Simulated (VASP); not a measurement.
Wanted: the native input for a VASP 6.6.1 run.

```yaml
Task: single point
Functional: PBE
Potentials_or_basis: VASP PAW PBE potentials, release 64 (Rb_sv, Al, H)
Cutoff: 520 eV
k_mesh: 4 × 4 × 6
Occupations: gaussian, width 0.1 eV
Spin: no spin polarisation
Dipole_correction: no
Further_INCAR_settings: ALGO = Normal; EDIFF = 1e-06; NBANDS = 22
```

The structure of Rb2AlH4 lies in POSCAR:

```
Rb2AlH4
1.0
    3.0757472098     -8.9424780377      0.0000000000
    3.0757472098      8.9424780377      0.0000000000
   -3.0555897263      0.0000000000      3.5416885544
Rb Al H
2 1 4
Direct
    0.3031523830      0.5636597601      0.8698291676
    0.5636597601      0.3031523830      0.8698291676
    0.9344042284      0.9344042284      0.8684587094
    0.5831674964      0.5831674964      0.6041962059
    0.1345596404      0.9773536420      0.1027749390
    0.0040412373      0.0040412373      0.5828366905
    0.9773536420      0.1345596404      0.1027749390
```

One way to write it, as run:

INCAR

```
SYSTEM = Rb2AlH4
ALGO = Normal
EDIFF = 1E-6
ENCUT = 520
GGA = PE
ISIF = 2
ISMEAR = 0
LASPH = .TRUE.
LCHARG = .FALSE.
LREAL = .FALSE.
LWAVE = .FALSE.
NBANDS = 22
NELM = 60
PREC = Accurate
SIGMA = 0.1
```

KPOINTS

```
k-points
0
G
  4 4 6
  0 0 0
```

Potentials or basis: VASP PAW PBE potentials, release 64 (Rb_sv, Al, H).

Run with:

```bash
$ cat potpaw_PBE.64/Rb_sv/POTCAR potpaw_PBE.64/Al/POTCAR potpaw_PBE.64/H/POTCAR > POTCAR
$ mpirun -np 1 vasp_std > vasp.out
```

Results of the run:

| Item | Value |
| --- | --- |
| Pressure | 0.0 GPa |
| Largest force | 0.011 eV/Å |

Wall time 2.5 min on 1 thread of Intel(R) Xeon(R) 6975P-C (Granite Rapids), on a shared host, peak memory 0.48 GiB.
